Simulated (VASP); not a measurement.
Here is a VASP 6.6.1 calculation.

The input POSCAR:

```
SnO2
1.0
    0.0000000000      2.5334669705      2.5334669705
    2.5334669705      0.0000000000      2.5334669705
    2.5334669705      2.5334669705      0.0000000000
Sn O
1 2
Direct
    0.0000000000      0.0000000000      0.0000000000
    0.2500000000      0.2500000000      0.2500000000
    0.7500000000      0.7500000000      0.7500000000
```

The input INCAR.step1:

```
SYSTEM = SnO2
PREC     = Accurate       ! precision mode
ENCUT    = 520            ! plane-wave cutoff, eV
ISMEAR   = 0              ! smearing method
SIGMA    = 0.01           ! smearing width, eV
LREAL    = .FALSE.        ! projectors in reciprocal space
LASPH    = .TRUE.         ! aspherical terms in the spheres
NELM     = 80             ! most SCF steps
NBANDS   = 20             ! bands
GGA      = PE             ! functional
ALGO     = Normal         ! electronic algorithm
EDIFF    = 1E-4           ! SCF threshold, eV
LWAVE    = .TRUE.         ! write WAVECAR
LCHARG   = .FALSE.        ! write CHGCAR
```

The input INCAR.step2:

```
SYSTEM = SnO2
PREC     = Accurate       ! precision mode
ENCUT    = 520            ! plane-wave cutoff, eV
EDIFF    = 1E-6           ! SCF threshold, eV
ISMEAR   = 0              ! smearing method
SIGMA    = 0.01           ! smearing width, eV
LREAL    = .FALSE.        ! projectors in reciprocal space
LASPH    = .TRUE.         ! aspherical terms in the spheres
NELM     = 80             ! most SCF steps
ALGO     = Normal         ! electronic algorithm
ISIF     = 2              ! what is computed and relaxed
LWAVE    = .FALSE.        ! write WAVECAR
LCHARG   = .TRUE.         ! write CHGCAR
METAGGA  = R2SCAN         ! meta-GGA
LMIXTAU  = .TRUE.       
LELF     = .TRUE.         ! ELF
LVHAR    = .TRUE.       
NBANDS   = 20             ! bands
ISTART   = 1
```

Contents of KPOINTS:

```
Automatic mesh
0
G
  6 6 6
  0 0 0
```

Potentials or basis: VASP PAW PBE potentials, release 64 (Sn_d, O).

Run with:

```bash
$ cat potpaw_PBE.64/Sn_d/POTCAR potpaw_PBE.64/O/POTCAR > POTCAR
$ cp INCAR.step1 INCAR
$ mpirun -np 1 vasp_std > vasp.out
$ cp INCAR.step2 INCAR
$ mpirun -np 1 vasp_std > vasp.out
```

(1) Predict the band gap on the k mesh.

(2) What does it give for the pressure?

Answers

(1) 0.88 eV, indirect (least direct gap 2.29 eV).

(2) 1.4 GPa.

Caveat: the PAW data sets were made with another functional, which shifts forces and pressure a little; spin-orbit coupling is left out, which moves the levels of the heavy elements.
